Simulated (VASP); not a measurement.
BAs, 2 atoms in the cell. Symmetry: F-43m, No. 216, cubic system. The conventional cell has a = 4.784 Å, b = 4.784 Å, c = 4.784 Å, α = 90.00°, β = 90.00°, γ = 90.00°. Within 2.7 Å of B (site symmetry -43m) lie 4 As at 2.07 Å. Within 2.7 Å of As (site symmetry -43m) lie 4 B at 2.07 Å. 

| Quantity | Value |
| --- | --- |
| Program | VASP 6.6.1 |
| Task | G0W0 quasiparticle levels |
| Functional | PBE |
| Potentials or basis | VASP PAW PBE potentials, release 64 (B_GW, As_GW) |
| Cutoff | 500 eV |
| k mesh | 6 × 6 × 6 |
| Occupations | gaussian, width 0.01 eV |
| Spin | no spin polarisation |
| Dipole correction | no |
| GW scheme | G0W0 |
| GW iterations | 1 |
| Cutoff of the response function | 100 |
| Frequency points | 48 |
| Empty bands | 62 |
| Further INCAR settings | ALGO = EVGW0; EDIFF = 1e-08; NBANDS = 66 |

Potentials or basis: VASP PAW PBE potentials, release 64 (B_GW, As_GW).

Launch:

```sh
$ cat potpaw_PBE.64/B_GW/POTCAR potpaw_PBE.64/As_GW/POTCAR > POTCAR
$ cp INCAR.step1 INCAR
$ mpirun -np 1 vasp_std > vasp.out
$ cp INCAR.step2 INCAR
$ mpirun -np 1 vasp_std > vasp.out
$ cp INCAR.step3 INCAR
$ mpirun -np 1 vasp_std > vasp.out
```

Hardware: 1 thread of Intel Xeon 8259CL, with other jobs on the host.

Problem. Estimate the wall time of this run.

Solution. Wall time 4 min on 1 thread of Intel Xeon 8259CL, with other jobs on the host, peak memory 0.36 GiB. Counts: k points 16.
